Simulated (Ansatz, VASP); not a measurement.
Two plane-wave programs on BiTe

File INCAR:

```
SYSTEM = BiTe
ALGO = Normal
EDIFF = 1E-6
ENCUT = 500
GGA = PE
GGA_COMPAT = .False.
ISIF = 2
ISMEAR = 0
LASPH = .True.
LCHARG = .False.
LREAL = .False.
LWAVE = .False.
NBANDS = 18
NELM = 120
PREC = Accurate
SIGMA = 0.1
```

The input KPOINTS:

```
k-points
0
Gamma
  16 16 16
  0 0 0
```

POSCAR

```
BiTe
1.0
    0.0000000000      3.2518755134      3.2518755134
    3.2518755134      0.0000000000      3.2518755134
    3.2518755134      3.2518755134      0.0000000000
Bi Te
1 1
Direct
    0.0000000000      0.0000000000      0.0000000000
    0.5000000000      0.5000000000      0.5000000000
```

Input for Ansatz:

```yaml
crystal:
  lattice:
    - [0.0, 3.2518755134, 3.2518755134]
    - [3.2518755134, 0.0, 3.2518755134]
    - [3.2518755134, 3.2518755134, 0.0]
  atoms:
    - { symbol: Bi, position: [0.0, 0.0, 0.0] }
    - { symbol: Te, position: [0.5, 0.5, 0.5] }
basis:
  ecutwfc: 420
kpoints:
  mp_grid: { grid: [16, 16, 16] }
  band_path:
    path:
      - [[0.0, 0.0, 0.0], [0.5, 0.0, 0.5], [0.625, 0.25, 0.625]]
      - [[0.375, 0.375, 0.75], [0.0, 0.0, 0.0], [0.5, 0.5, 0.5], [0.5, 0.25, 0.75], [0.5, 0.0, 0.5]]
    npoints: 14
hamiltonian:
  xc: pbe
scf:
  occupations: { method: gaussian, width: 0.1 }
  n_extra_bands: 6
output:
  forces: true
  stress: true
  eigenvalues: true
  populations: true
  dos: { projected: true, de: 0.02, nscf_kmesh: { grid: [20, 20, 20] } }
  bader: true
  write_density: true
  write_potential: true
  elf: true
  volumetric_format: npy
```

Alike in both runs: task single point; functional PBE; k mesh 16 × 16 × 16; occupations gaussian, width 0.1 eV; no spin polarisation.

```csv
,VASP,Ansatz
version,VASP 6.6.1,Ansatz 0.2.0
potentials or method,"VASP PAW PBE potentials, release 64 (Bi_d, Te), cutoff 500 eV","scalar-relativistic, plane waves, PAW"
valence electrons in the cell,21,31
```

|  | VASP | Ansatz | Ansatz less VASP |
| --- | --- | --- | --- |
| gap on the k mesh at the Fermi level (eV) | none | none | - |
| pressure (GPa) | -0.1 | 0.0 | +0.07 |

A gap of «none» marks a metal or a gap that the smearing closes. The functional is the same, so the differences come from potentials, cutoffs and numerics. VASP's potentials hold 21 valence electrons a cell and Ansatz's 31, so a difference there can come from the potentials and not from the codes.

Spin-orbit coupling is off throughout.
